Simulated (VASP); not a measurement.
Ru, 1 atom in the cell. The structure is cubic, space group Fm-3m (No. 225). The conventional cell has a = 3.915 Å, b = 3.915 Å, c = 3.915 Å, α = 90.00°, β = 90.00°, γ = 90.00°. Ru (site symmetry m-3m) has 12 Ru at 2.77 Å within 3.6 Å.  This cell differs from its parent crystal: volume scaled by 1.12.

```yaml
Program: VASP 6.6.1
Task: single point
Functional: PBEsol
Potentials_or_basis: VASP PAW PBE potentials, release 64 (Ru_pv)
Cutoff: 520 eV
k_mesh: 16 × 16 × 16
Occupations: fermi-dirac, width 0.1 eV
Spin: no spin polarisation
Dipole_correction: no
Further_INCAR_settings: ALGO = Normal; EDIFF = 1e-07; NBANDS = 13
```

Potentials or basis: VASP PAW PBE potentials, release 64 (Ru_pv).

The run is started by

```sh
$ cat potpaw_PBE.64/Ru_pv/POTCAR > POTCAR
$ mpirun -np 1 vasp_std > vasp.out
```

Hardware: 1 thread of Intel(R) Xeon(R) 6975P-C (Granite Rapids) (shared host).

**Question.** Estimate the wall time of this run.

**Answer.** Wall time 14 s on 1 thread of Intel(R) Xeon(R) 6975P-C (Granite Rapids), on a shared host, peak memory 0.15 GiB. Counts: scf iterations 12, k points 145.
